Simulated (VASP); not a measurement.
Write the native input for VASP 6.6.1 that does the following.

* Task: relaxation of cell and atoms
* Functional: r2SCAN
* Potentials or basis: VASP PAW PBE potentials, release 64 (Si, C)
* Cutoff: 600 eV
* k mesh: 8 × 8 × 8
* Occupations: gaussian, width 0.05 eV
* Spin: no spin polarisation
* Dipole correction: no
* Further INCAR settings: ALGO = Normal; EDIFF = 1e-06; IBRION = 2; EDIFFG = -0.01; NSW = 100; ISIF = 3

The system is SiC.

```
CELL_PARAMETERS angstrom
0.00000 2.17814 2.17814
2.17814 0.00000 2.17814
2.17814 2.17814 0.00000
ATOMIC_POSITIONS crystal
Si 0.93688 0.11517 0.80715
C 0.81312 0.63483 0.94285
```

These files were run (other wordings do the same):

POSCAR

```
SiC
1.0
    0.0000000000      2.1781449820      2.1781449820
    2.1781449820      0.0000000000      2.1781449820
    2.1781449820      2.1781449820      0.0000000000
Si C
1 1
Direct
   -0.0631240300      0.1151658864     -0.1928481309
    0.8131240300      0.6348341136      0.9428481309
```

INCAR.step1

```
SYSTEM = SiC
  PREC = Accurate
  ENCUT = 600
  ISMEAR = 0
  SIGMA = 0.05
  LREAL = .FALSE.
  LASPH = .TRUE.
  NELM = 80
  GGA = PE
  ALGO = Normal
  EDIFF = 1E-4
  LWAVE = .TRUE.
  LCHARG = .FALSE.
```

INCAR.step2

```
SYSTEM = SiC
  PREC = Accurate
  ENCUT = 600
  EDIFF = 1E-6
  ISMEAR = 0
  SIGMA = 0.05
  LREAL = .FALSE.
  LASPH = .TRUE.
  NELM = 80
  ALGO = Normal
  ISIF = 3
  LWAVE = .FALSE.
  LCHARG = .FALSE.
  METAGGA = R2SCAN
  LMIXTAU = .TRUE.
  IBRION = 2
  NSW = 100
  EDIFFG = -0.01
  ISTART = 1
```

KPOINTS

```
regular mesh
0
G
  8 8 8
  0 0 0
```

Potentials or basis: VASP PAW PBE potentials, release 64 (Si, C).

Run with:

```console
$ cat potpaw_PBE.64/Si/POTCAR potpaw_PBE.64/C/POTCAR > POTCAR
$ cp INCAR.step1 INCAR
$ mpirun -np 1 vasp_std > vasp.out
$ cp INCAR.step2 INCAR
$ mpirun -np 1 vasp_std > vasp.out
```

Results of the run:

| Property | Result |
| --- | --- |
| Relaxed volume | 10.28 Å³/atom |
| Relaxed cell | a = 3.071 Å, b = 4.328 Å, c = 3.072 Å, α = 45.20°, β = 60.24°, γ = 45.22° |
| Space group after relaxing (to 0.1 Å) | F-43m (No. 216) |
| Pressure after relaxing | 0.1 GPa |
| Band gap on the k mesh | 1.63 eV (least direct gap 5.05 eV) |

Caveat: a cell axis changed by over 15 % at a fixed basis, so the end point is rough; the PAW data sets were made with another functional, which shifts forces and pressure a little.

It took 42 min on 1 thread of Intel(R) Xeon(R) 6975P-C (Granite Rapids), with other jobs on the host, peak memory 0.21 GiB.
